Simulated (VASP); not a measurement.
**Ni: electric field gradients with r2SCAN**

The system is Ni.

```
Ni
1.0
     0.00000    1.73921    1.73921
     1.73921    0.00000    1.73921
     1.73921    1.73921    0.00000
Ni
1
Direct
  0.00000 0.00000 0.00000
```

| Property | Result |
| --- | --- |
| Program | VASP 6.6.1 |
| Task | electric field gradients |
| Functional | r2SCAN |
| Potentials or basis | VASP PAW PBE potentials, release 64 (Ni) |
| Cutoff | 520 eV |
| k mesh | 22 × 22 × 22 |
| Occupations | gaussian, width 0.05 eV |
| Spin | collinear spin, ferromagnetic start |
| Starting moments | [0.9] μB |
| Dipole correction | no |
| Further INCAR settings | ALGO = Normal; EDIFF = 1e-08; NBANDS = 15 |

The pressure is 0.2 GPa. The net moment is 0.73 μB per cell, the site moments are Ni +0.75 μB and the largest electric field gradient by atom is under 0.05 V/Å² on every atom. The valence electrons inside the program's atomic spheres are Ni 9.41.

Levels at points of the mesh, in eV from the Fermi level:
Spin up:
| k point | band 1 | band 2 | band 3 | band 4 | band 5 | band 6 | band 7 | band 8 | band 9 | band 10 |
| --- | --- | --- | --- | --- | --- | --- | --- | --- | --- | --- |
| (0.00, 0.00, 0.00) | -9.67 | -3.05 | -3.05 | -3.05 | -1.71 | -1.71 | 24.82 | 29.24 | 29.24 | 29.24 |
| (0.50, 0.00, 0.00) | -5.49 | -2.98 | -2.98 | -1.08 | -1.08 | -0.49 | 5.87 | 23.24 | 26.22 | 26.22 |
| (0.50, 0.50, 0.00) | -5.29 | -4.91 | -0.99 | -0.99 | -0.96 | 2.49 | 9.63 | 15.72 | 15.72 | 20.49 |
Spin down:
```csv
k point,band 1,band 2,band 3,band 4,band 5,band 6,band 7,band 8,band 9
"(0.00, 0.00, 0.00)",-9.92,-1.72,-1.72,-1.72,-0.95,-0.95,24.56,29.35,29.35
"(0.50, 0.00, 0.00)",-4.82,-2.06,-2.06,-0.70,0.17,0.17,6.57,23.13,26.51
"(0.50, 0.50, 0.00)",-4.87,-3.88,-0.17,0.54,0.54,2.24,9.98,15.78,15.78
```

Run time: 3.6 min on 1 thread of Intel(R) Xeon(R) 6975P-C (Granite Rapids), with other jobs on the host, peak memory 0.19 GiB.

Caveat: the PAW data sets were made with another functional, which shifts forces and pressure a little.
